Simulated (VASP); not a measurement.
Here is a VASP 6.6.1 calculation.

File INCAR:

```
SYSTEM = Al2O3
  PREC = Accurate
  ENCUT = 520
  EDIFF = 1E-6
  ISMEAR = 0
  SIGMA = 0.05
  LREAL = .False.
  LASPH = .True.
  NELM = 60
  ALGO = Normal
  ISIF = 2
  LWAVE = .False.
  LCHARG = .True.
  GGA = PE
  IVDW = 12
  LELF = .True.
  LVHAR = .True.
  NBANDS = 20
```

File KPOINTS:

```
regular mesh
0
Gamma
  9 9 4
  0 0 0
```

The input POSCAR:

```
Al2O3
1.0
    2.8672039189      0.0000000000      0.0000000000
   -1.4336019595      2.4830714316      0.0000000000
    0.0000000000      0.0000000000      7.2962596973
Al O
2 3
Direct
    0.0000000000      0.0000000000      0.1907358529
    0.0000000000      0.0000000000      0.8092641471
    0.3333333333      0.6666666667      0.2909453217
    0.6666666667      0.3333333333      0.0000000000
    0.3333333333      0.6666666667      0.7090546783
```

Potentials or basis: VASP PAW PBE potentials, release 64 (Al, O).

Launch:

```sh
$ cat potpaw_PBE.64/Al/POTCAR potpaw_PBE.64/O/POTCAR > POTCAR
$ mpirun -np 1 vasp_std > vasp.out
```

(1) Predict the pressure.

(2) Predict the largest force.

(3) What does it give for the dispersion energy per atom?

Answers

(1) -3.4 GPa.

(2) 0.911 eV/Å.

(3) -0.194 eV.

Caveat: the cell differs from its parent crystal (atoms shifted along a free coordinate); the cell stands under tension.
